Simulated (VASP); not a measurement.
Here is a VASP 6.6.1 calculation.

INCAR

```
SYSTEM = Hf
PREC     = Accurate       ! precision mode
ENCUT    = 600            ! plane-wave cutoff, eV
EDIFF    = 1E-6           ! SCF threshold, eV
ISMEAR   = -1             ! smearing method
SIGMA    = 0.08           ! smearing width, eV
LREAL    = .FALSE.        ! projectors in reciprocal space
LASPH    = .TRUE.         ! aspherical terms in the spheres
NELM     = 60             ! most SCF steps
ALGO     = Normal         ! electronic algorithm
ISIF     = 3              ! what is computed and relaxed
LWAVE    = .FALSE.        ! write WAVECAR
LCHARG   = .FALSE.        ! write CHGCAR
IBRION   = 2              ! ionic algorithm
NSW      = 60             ! ionic steps
EDIFFG   = -0.005         ! ionic threshold
```

The input KPOINTS:

```
Automatic mesh
0
G
  17 17 17
  0 0 0
```

File POSCAR:

```
Hf
1.0
   -1.7333939410      1.7333939410      1.7333939410
    1.7333939410     -1.7333939410      1.7333939410
    1.7333939410      1.7333939410     -1.7333939410
Hf
1
Direct
    0.0000000000      0.0000000000      0.0000000000
```

Potentials or basis: VASP PAW LDA potentials, release 64 (Hf_pv).

Command:

```bash
$ cat potpaw_LDA.64/Hf_pv/POTCAR > POTCAR
$ mpirun -np 1 vasp_std > vasp.out
```

(1) What does it give for the space group after relaxing (to 0.1 Å)?

(2) Estimate the band gap on the k mesh.

Results:

(1) Im-3m (No. 229).

(2) zero (bands 5 and 6 overlap by 2.30 eV).

Caveat: spin-orbit coupling is left out, which moves the levels of the heavy elements.
